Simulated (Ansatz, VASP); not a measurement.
**MgS: VASP beside Ansatz**

```
Mg S
1.0
     0.00000    2.60165    2.60165
     2.60165    0.00000    2.60165
     2.60165    2.60165    0.00000
Mg S
1 1
Direct
  0.00683 0.99683 0.99793
  0.49482 0.50240 0.50157
```

Alike in both runs: task single point; functional PBEsol; k mesh 4 × 4 × 4; occupations gaussian, width 0.02 eV; no spin polarisation.

```csv
,VASP,Ansatz
version,VASP 6.6.1,Ansatz 0.2.0
potentials or method,"VASP PAW PBE potentials, release 64 (Mg, S)","plane waves, PAW"
plane-wave cutoff (eV),600,420
valence electrons in the cell,8,16
```

|  | VASP | Ansatz | Ansatz less VASP |
| --- | --- | --- | --- |
| rms of the force components (eV/Å) | 0.058 | 0.058 | -0.0001 |

VASP's potentials were made for PBE, not for PBEsol. Atom by atom the forces differ by 0.000 eV/Å (rms over components). VASP's potentials hold 8 valence electrons a cell and Ansatz's 16, so a difference there can come from the potentials and not from the codes.

The k mesh is coarse, so the values compare programs but aren't converged.
